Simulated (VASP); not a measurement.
Wanted: the native input for a VASP 6.6.1 run.

```
Task                   : single point
Functional             : PBE
Potentials or basis    : VASP PAW PBE potentials, release 64 (Li_sv, Cl)
Cutoff                 : 520 eV
k mesh                 : 9 × 9 × 4
Occupations            : gaussian, width 0.02 eV
Spin                   : no spin polarisation
Dipole correction      : no
Further INCAR settings : ALGO = Normal; EDIFF = 1e-06; NBANDS = 18
```

The structure of LiCl lies in POSCAR:

```
LiCl
1.0
    4.0708878264      0.0176619699     -0.0058873233
   -2.0201481986      3.5134321934     -0.0140515768
   -0.0095357415     -0.0317858050      6.6293110624
Li Cl
2 2
Direct
    0.6717616189      0.3299941594      0.8759981236
    0.3079674871      0.6606649890      0.3761947523
    0.6856034962      0.3488317886      0.4987763601
    0.3346673978      0.6605090630      0.9990327639
```

This cell differs from its parent crystal: atoms moved at random and the cell strained at random.

These files were run (other wordings do the same):

INCAR

```
SYSTEM = LiCl
ALGO     = Normal         ! electronic algorithm
EDIFF    = 1E-6           ! SCF threshold, eV
ENCUT    = 520            ! plane-wave cutoff, eV
GGA      = PE             ! functional
ISIF     = 2              ! what is computed and relaxed
ISMEAR   = 0              ! smearing method
LASPH    = .TRUE.         ! aspherical terms in the spheres
LCHARG   = .FALSE.        ! write CHGCAR
LREAL    = .FALSE.        ! projectors in reciprocal space
LWAVE    = .FALSE.        ! write WAVECAR
NBANDS   = 18             ! bands
NELM     = 80             ! most SCF steps
PREC     = Accurate       ! precision mode
SIGMA    = 0.02           ! smearing width, eV
```

KPOINTS

```
k-points
0
G
  9 9 4
  0 0 0
```

Potentials or basis: VASP PAW PBE potentials, release 64 (Li_sv, Cl).

Command:

```sh
$ cat potpaw_PBE.64/Li_sv/POTCAR potpaw_PBE.64/Cl/POTCAR > POTCAR
$ mpirun -np 1 vasp_std > vasp.out
```

Results of the run:

```json
{
 "Largest force": "0.219 eV/Å",
 "Band gap on the k mesh": "5.53 eV"
}
```

Caveat: the cell differs from its parent crystal (atoms moved at random and the cell strained at random).

Wall time 2.3 min on 1 thread of Intel(R) Xeon(R) Platinum 8488C (Sapphire Rapids) (shared host), peak memory 0.34 GiB.
